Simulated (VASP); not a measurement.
Input of a VASP 6.6.1 run:

The input INCAR:

```
SYSTEM = Ga
PREC     = Accurate       ! precision mode
ENCUT    = 520            ! plane-wave cutoff, eV
EDIFF    = 1E-6           ! SCF threshold, eV
ISMEAR   = -1             ! smearing method
SIGMA    = 0.1            ! smearing width, eV
LREAL    = .False.        ! projectors in reciprocal space
LASPH    = .True.         ! aspherical terms in the spheres
NELM     = 100            ! most SCF steps
ALGO     = Normal         ! electronic algorithm
ISIF     = 2              ! what is computed and relaxed
LWAVE    = .False.        ! write WAVECAR
LCHARG   = .False.        ! write CHGCAR
GGA      = PS             ! functional
NBANDS   = 12             ! bands
```

The input KPOINTS:

```
regular mesh
0
Gamma
  15 15 15
  0 0 0
```

Contents of POSCAR:

```
Ga
1.0
    2.6605680771      0.0000000000      0.0000000000
    0.0000000000      2.6605680771      0.0000000000
    0.0000000000      0.0000000000      2.6605680771
Ga
1
Direct
    0.0000000000      0.0000000000      0.0000000000
```

Potentials or basis: VASP PAW PBE potentials, release 64 (Ga_d).

Run with:

```console
$ cat potpaw_PBE.64/Ga_d/POTCAR > POTCAR
$ mpirun -np 1 vasp_std > vasp.out
```

(1) Estimate the pressure.

Answers

(1) 0.0 GPa.

Caveat: the PAW data sets were made with another functional, which shifts forces and pressure a little.
